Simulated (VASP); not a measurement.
Write the native input for VASP 6.6.1 that does the following.

| Quantity | Value |
| --- | --- |
| Task | single point |
| Functional | PBEsol |
| Potentials or basis | VASP PAW PBE potentials, release 64 (Gd) |
| Cutoff | 520 eV |
| k mesh | 14 × 14 × 8 |
| Occupations | fermi-dirac, width 0.05 eV |
| Spin | collinear spin, antiferromagnetic start |
| Starting moments | [7.22, -7.22] μB |
| Dipole correction | no |
| Further INCAR settings | ALGO = Normal; EDIFF = 1e-06; NBANDS = 29 |

The structure of Gd lies in POSCAR:

```
Gd
1.0
    3.3933740060      0.0000000000      0.0000000000
   -1.6966870030      2.9387480938      0.0000000000
    0.0000000000      0.0000000000      5.4129004242
Gd
2
Direct
    0.3333333333      0.6666666667      0.2500000000
    0.6666666667      0.3333333333      0.7500000000
```

These files were run (other wordings do the same):

INCAR

```
ALGO = Normal
EDIFF = 1E-6
ENCUT = 520
GGA = PS
ISIF = 2
ISMEAR = -1
ISPIN = 2
LASPH = True
LCHARG = True
LELF = True
LMAXMIX = 6
LORBIT = 11
LREAL = False
LVHAR = True
LWAVE = False
MAGMOM = 7.22 -7.22
NBANDS = 29
NELM = 150
PREC = Accurate
SIGMA = 0.05
```

KPOINTS

```
k-points
0
Gamma
  14 14 8
```

Potentials or basis: VASP PAW PBE potentials, release 64 (Gd).

Run with:

```sh
$ cat potpaw_PBE.64/Gd/POTCAR > POTCAR
$ mpirun -np 1 vasp_std > vasp.out
```

Results of the run:

```
Pressure                                              : 5.9 GPa
Band gap on the k mesh                                : zero (filled and empty bands overlap)
Net moment                                            : 0.00 μB per cell
Site moments                                          : Gd +6.93, -6.93 μB
Valence electrons inside the program's atomic spheres : Gd 15.30
```

Caveat: the cell stands under pressure; the antiferromagnetic order is the one typed at the start, and another may lie lower; the PAW data sets were made with another functional, which shifts forces and pressure a little; spin-orbit coupling is left out, which moves the levels of the heavy elements; semilocal functionals describe open f shells poorly, which spoils levels, moments and volumes.

Wall time 22 min on 1 thread of Intel Xeon 8259CL, on a shared host, peak memory 0.42 GiB.
